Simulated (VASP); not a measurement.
# NaH (P1) in VASP: a series of runs, part 2 of 2

VASP 6.6.1.

## 4. Single point, PBEsol

Contents of INCAR:

```
SYSTEM = NaH
  PREC = Accurate
  ENCUT = 520
  EDIFF = 1E-6
  ISMEAR = -1
  SIGMA = 0.0689
  LREAL = Auto
  LASPH = .True.
  NELM = 60
  ALGO = Normal
  ISIF = 2
  LWAVE = .False.
  LCHARG = .False.
  GGA = PS
  NBANDS = 46
```

Contents of KPOINTS:

```
Automatic mesh
0
Gamma
  2 2 2
  0.5 0.5 0.5
```

Contents of POSCAR:

```
NaH
1.0
   -4.9123188227     -4.9123188227      0.0000000000
    0.0000000000     -4.9123188227      4.9123188227
   -4.9123188227      0.0000000000      4.9123188227
Na H
8 8
Direct
    0.4530927410     -0.0271244609      0.0455794927
   -0.1106182273      0.0722430715      0.0616187611
    0.4123476250      0.4925830524      0.1153709725
   -0.0349108041      0.4748280973      0.1254385194
    0.5046356089     -0.0422814576      0.6273507708
    0.0328399898     -0.0332825506      0.5630738964
    0.5467635748      0.4591204442      0.5599050264
    0.0237369569      0.5085051663      0.5717787467
    0.7407491515      0.2023248156      0.3553503066
    0.2293436238      0.1631681552      0.3762610015
    0.7746639901      0.7096065271      0.3728867295
    0.2608366937      0.7110126859      0.3380165376
    0.6917954886      0.1351337370      0.8428640627
    0.0997274439      0.3128441079      0.8613502406
    0.6793155372      0.6429636622      0.9492654423
    0.1953951962      0.7355260581      0.8685758506
```

Potentials or basis: VASP PAW PBE potentials, release 64 (Na_pv, H).

The run is started by

```sh
cat potpaw_PBE.64/Na_pv/POTCAR potpaw_PBE.64/H/POTCAR > POTCAR
mpirun -np 1 vasp_std > vasp.out
```

OUTCAR:

```text
SYSTEM = NaH
   PREC = Accurate
   ENCUT = 520
   EDIFF = 1E-6
   ISMEAR = -1
   LREAL = Auto
   LASPH = .True.
   NELM = 60
   ISIF = 2
   GGA = PS

 ion  position               nearest neighbor table
   1  0.453  0.973  0.046-
   2  0.889  0.072  0.062-
   3  0.412  0.493  0.115-
   4  0.965  0.475  0.125-
   5  0.505  0.958  0.627-
   6  0.033  0.967  0.563-
[... 8 lines left out ...]
  15  0.679  0.643  0.949-
  16  0.195  0.736  0.869-

  LATTYP: Found a face centered cubic cell.
 ALAT       =     9.8246376454

  Lattice vectors:

 A1 = (  -4.9123188227,  -4.9123188227,   0.0000000000)
 A2 = (   0.0000000000,  -4.9123188227,   4.9123188227)
 A3 = (  -4.9123188227,   0.0000000000,   4.9123188227)

Analysis of symmetry for initial positions (statically):
=====================================================================
 Subroutine PRICEL returns:
 Original cell was already a primitive cell.

 Routine SETGRP: Setting up the symmetry group for a
 face centered cubic supercell.

 Subroutine GETGRP returns: Found  1 space group operations
 (whereof  1 operations were pure point group operations)
 out of a pool of 48 trial point group operations.

The static configuration has the point symmetry C_1 .

Analysis of symmetry for dynamics (positions and initial velocities):
=====================================================================
 Subroutine PRICEL returns:
 Original cell was already a primitive cell.

 Routine SETGRP: Setting up the symmetry group for a
 face centered cubic supercell.

 Subroutine GETGRP returns: Found  1 space group operations
 (whereof  1 operations were pure point group operations)
 out of a pool of 48 trial point group operations.

The dynamic configuration has the point symmetry C_1 .

 Subroutine INISYM returns: Found  1 space group operations
 (whereof  1 operations are pure point group operations),
 and found     1 'primitive' translations

----------------------------------------------------------------------------------------

                                     Primitive cell

  volume of cell :     237.0771

  direct lattice vectors                    reciprocal lattice vectors
    -4.912318823 -4.912318823  0.000000000    -0.101784924 -0.101784924 -0.101784924
     0.000000000 -4.912318823  4.912318823     0.101784924 -0.101784924  0.101784924
    -4.912318823  0.000000000  4.912318823    -0.101784924  0.101784924  0.101784924

  length of vectors
     6.947067902  6.947067902  6.947067902     0.176296661  0.176296661  0.176296661

  position of ions in fractional coordinates (direct lattice)
     0.453092741  0.972875539  0.045579493
     0.889381773  0.072243071  0.061618761
     0.412347625  0.492583052  0.115370973
     0.965089196  0.474828097  0.125438519
     0.504635609  0.957718542  0.627350771
     0.032839990  0.966717449  0.563073896
[... 8 lines left out ...]
     0.679315537  0.642963662  0.949265442
     0.195395196  0.735526058  0.868575851

  ion indices of the primitive-cell ions
   primitive index   ion index
                 1           1
                 2           2
[... 40 lines left out ...]

 Following reciprocal coordinates:
            Coordinates               Weight
  0.250000  0.250000  0.250000      2.000000
  0.250000  0.000000  0.000000      2.000000
  0.000000  0.000000 -0.250000      2.000000
  0.000000  0.250000  0.000000      2.000000
 -0.250000  0.250000  0.250000      2.000000
  0.250000 -0.250000  0.250000      2.000000
[... 8 lines left out ...]
  0.000000  0.250000  0.500000      2.000000
  0.500000  0.250000  0.000000      2.000000
   k-points           NKPTS =     16   k-points in BZ     NKDIM =     16   number of bands    NBANDS=     46
   number of dos      NEDOS =    301   number of ions     NIONS =     16
   total plane-waves  NPLWV = 157464
   dimension x,y,z NGX =    54 NGY =   54 NGZ =   54
   dimension x,y,z NGXF=   108 NGYF=  108 NGZF=  108
   ions per type =               8   8
   NGX,Y,Z   is equivalent  to a cutoff of  12.92, 12.92, 12.92 a.u.
   NGXF,Y,Z  is equivalent  to a cutoff of  25.84, 25.84, 25.84 a.u.
 SYSTEM =  NaH
   PREC   = accura    normal or accurate (medium, high low for compatibility)
   ISTART =      0    job   : 0-new  1-cont  2-samecut
   ICHARG =      2    charge: 1-file 2-atom 10-const
   ISPIN  =      1    spin polarized calculation?
   LNONCOLLINEAR =      F non collinear calculations
   LSORBIT =      F    spin-orbit coupling
   LASPH  =      T    aspherical Exc in radial PAW
   ENCUT  =  520.0 eV  38.22 Ry    6.18 a.u.  12.92 12.92 12.92*2*pi/ulx,y,z
   NELM   =     60;   NELMIN=  2; NELMDL= -5     # of ELM steps
   EDIFF  = 0.1E-05   stopping-criterion for ELM
   LREAL  =      T    real-space projection
   EDIFFG = 0.1E-04   stopping-criterion for IOM
   NSW    =      0    number of steps for IOM
   IBRION =     -1    ionic relax: 0-MD 1-quasi-New 2-CG
   NFREE  =      0    steps in history (QN), initial steepest desc. (CG)
   ISIF   =      2    stress and relaxation
   ISYM   =      2    0-nonsym 1-usesym 2-fastsym
   POTIM  = 0.5000    time-step for ionic-motion
   TEBEG  =    0.0;   TEEND  =   0.0 temperature during run
   PSTRESS=    0.0 pullay stress
   NELECT =      64.0000    total number of electrons
   NUPDOWN=      -1.0000    fix difference up-down
   EMIN   =  10.00;   EMAX   =-10.00  energy-range for DOS
   EFERMI =   0.00;   METHOD = LEGACY
   ISMEAR =    -1;   SIGMA  =   0.07  broadening in eV -4-tet -1-fermi 0-gaus
   EFERMI_NEDOS =   21; number of points for ismear=-14 and -15
   IALGO  =     38    algorithm
   IMIX   =      4    mixing-type and parameters
     AMIX     =   0.40;   BMIX     =  1.00
     AMIX_MAG =   1.60;   BMIX_MAG =  1.00
  volume/ion in A,a.u.               =      14.82        99.99
  Fermi-wavevector in a.u.,A,eV,Ry     =   1.058047  1.999419 15.231224  1.119463
  Thomas-Fermi vector in A             =   2.193342
   LORBIT       =      0    0 simple, 1 ext, 2 COOP (PROOUT), +10 PAW based schemes
   GGA     = PS    functional components
   LHFCALC =     F    Hartree Fock is set to
   AEXX    =    0.0000 exact exchange contribution
   IVDW    =     0    specifies the selected vdW correction
   LEPSILON=     F    determine dielectric tensor
   LRPA    =     F    only Hartree local field effects (RPA)
 non-spin polarized calculation
  energy-cutoff  :      520.00
  volume of cell :      237.08
 maximum number of plane-waves:      6400
 NGX is ok and might be reduce to    54
   NGX = 25   NGY = 25   NGZ = 25

 number of electron      64.0000005 magnetization

 Free energy of the ion-electron system (eV)
  ---------------------------------------------------
  ext. energy  EPLUGINS =         0.00000000
  ---------------------------------------------------
  free energy    TOTEN  =       -38.87941992 eV

  energy without entropy =      -38.87941992  energy(sigma->0) =      -38.87941992

 E-fermi :   0.6803     XC(G=0):  -7.6752

 val. band max:       -0.9514042127   @ k =  -0.2500   0.2500   0.2500
 cond. band min:       2.2317087134   @ k =   0.0000   0.0000  -0.2500
 fundamental gap:      3.1831129261
 Fermi energy:         0.6802919321

 k-point     1 :       0.2500    0.2500    0.2500
  band No.  band energies     occupation
      1     -23.9076      2.00000
      2     -23.8527      2.00000
      3     -23.8380      2.00000
      4     -23.5977      2.00000
      5     -23.5620      2.00000
      6     -23.5397      2.00000
[... 741 lines left out ...]
     43       6.1065      0.00000
     44       6.7667      0.00000
 [bands above 44 left out]

------------------------ aborting loop because EDIFF is reached ----------------------------------------

  FORCE on cell =-STRESS in cart. coord.  units (eV):
  Direction    XX          YY          ZZ          XY          YZ          ZX
  --------------------------------------------------------------------------------------
  -------------------------------------------------------------------------------------
  Total       -0.4800905      2.3465341      0.3957792     -0.0103932      1.2774313     -0.6760273
  in kB       -3.2444723     15.8579781      2.6746929     -0.0702376      8.6329359     -4.5686218
  external PRESSURE =       5.0960662 kB  Pullay stress =       0.0000000 kB

 VOLUME and BASIS-vectors are now :
 -----------------------------------------------------------------------------
  energy-cutoff  :      520.00
  volume of cell :      237.08
      direct lattice vectors                 reciprocal lattice vectors
    -4.912318823 -4.912318823  0.000000000    -0.101784924 -0.101784924 -0.101784924
     0.000000000 -4.912318823  4.912318823     0.101784924 -0.101784924  0.101784924
    -4.912318823  0.000000000  4.912318823    -0.101784924  0.101784924  0.101784924

 POSITION                                       TOTAL-FORCE (eV/Angst)
 -----------------------------------------------------------------------------------
     -2.44964     -7.00481      5.00298        -0.361041      0.500060      0.523337
     -4.67162     -4.72381      0.65757        -0.247120      0.210952     -0.352103
     -2.59232     -4.44531      2.98646        -0.055838      0.060850     -0.168782
     -5.35702     -7.07333      2.94870         0.285839     -0.148521     -0.077387
     -5.56068     -7.18355      7.78637         0.365378      0.152508     -0.415333
     -2.92732     -4.91014      7.51482        -0.081782      0.739689      0.100563
[... 8 lines left out ...]
     -8.00011     -6.49546      7.82154         0.414087     -0.468324     -0.141518
     -5.22657     -4.57298      7.87986        -0.105300     -0.129233     -0.100276
 -----------------------------------------------------------------------------------
    total drift:                               -0.000026     -0.001952     -0.000834

  FREE ENERGIE OF THE ION-ELECTRON SYSTEM (eV)
  ---------------------------------------------------
  free  energy   TOTEN  =       -38.8794199229 eV

  energy  without entropy=      -38.8794199227  energy(sigma->0) =      -38.87941992
```

It took 4.6 min on 1 thread of Intel Xeon 6975P-C (Granite Rapids), shared host; peak memory 0.41 GiB.

Results:

```yaml
Free_energy: -38.8794 eV
Pressure: 0.5 GPa
Largest_force: 1.153 eV/Å
Band_gap_on_the_k_mesh: 3.18 eV (least direct gap 3.33 eV)
```

Forces in eV/Å, atoms in the order of the input:
```
Na  -0.361  0.500  0.523
Na  -0.247  0.211 -0.352
Na  -0.056  0.061 -0.169
Na   0.286 -0.149 -0.077
Na   0.365  0.153 -0.415
Na  -0.082  0.740  0.101
Na   0.170  0.097  0.343
Na   0.466  0.226  0.057
H   -0.023  0.179  0.173
H    0.132 -1.078  0.187
H    0.109  0.231 -0.016
H   -0.103  0.027  0.228
H    0.044 -0.625  0.216
H   -1.010  0.024 -0.556
H    0.414 -0.468 -0.142
H   -0.105 -0.129 -0.100
```

Stress tensor (GPa, compression positive):
```
-0.32 -0.01 -0.46
-0.01  1.59  0.86
-0.46  0.86  0.27
```

Caveat: the k points lie up to 0.55 Å⁻¹ apart; the atoms stand as in a frame of molecular dynamics; the PAW data sets were made with another functional, which shifts forces and pressure a little; a shifted mesh leaves out Γ, where band edges can lie. A k mesh can miss the band edges.

## 5. Overview

```csv
cell,gap on the mesh (eV),pressure (GPa),largest force (eV/Å)
"as given, atomic positions A",3.67,-0.5,0.85
"as given, atomic positions B",3.52,0.2,1.12
"as given, atomic positions C",3.18,0.5,1.15
```

Alike in all rows: task single point; level PBEsol; potentials or basis VASP PAW PBE potentials, release 64 (Na_pv, H); no spin polarisation; k mesh 2 × 2 × 2, shifted; cutoff (eV) 520; smearing fermi-dirac 0.0689 eV.

Caveats: all runs use coarse meshes; the atoms stand as in a frame of molecular dynamics; the PAW data sets were made with another functional, which shifts forces and pressure a little; a shifted mesh leaves out Γ, where band edges can lie.

Absolute energies hang on the potentials; compare differences alone.
